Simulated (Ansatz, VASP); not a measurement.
**One calculation of H, two programs**

```
H
1.0
     0.00000    1.13406    1.13406
     1.13406    0.00000    1.13406
     1.13406    1.13406    0.00000
H
1
Direct
  0.00000 0.00000 0.00000
```

Alike in both runs: functional PBEsol; k mesh 42 × 42 × 42; occupations gaussian, width 0.1 eV; no spin polarisation.

Ansatz relaxed the structure, and its values are those at the end. VASP's run is a single point on that final structure, the one shown.

|  | VASP | Ansatz |
| --- | --- | --- |
| version | VASP 6.6.1 | Ansatz 0.2.0 |
| potentials or method | VASP PAW PBE potentials, release 64 (H), cutoff 520 eV | scalar-relativistic, plane waves, PAW |
| valence electrons in the cell | 1 | 1 |

VASP gave:

- gap on the k mesh at the Fermi level (eV): none
- pressure (GPa): -0.7

Task: What did Ansatz give for the same quantities?

Result: gap on the k mesh at the Fermi level (eV): none; pressure (GPa): 0.0.

VASP's potentials were made for PBE, not for PBEsol. A gap of «none» marks a metal or a gap that the smearing closes. The functional is the same, so the differences come from potentials, cutoffs and numerics.
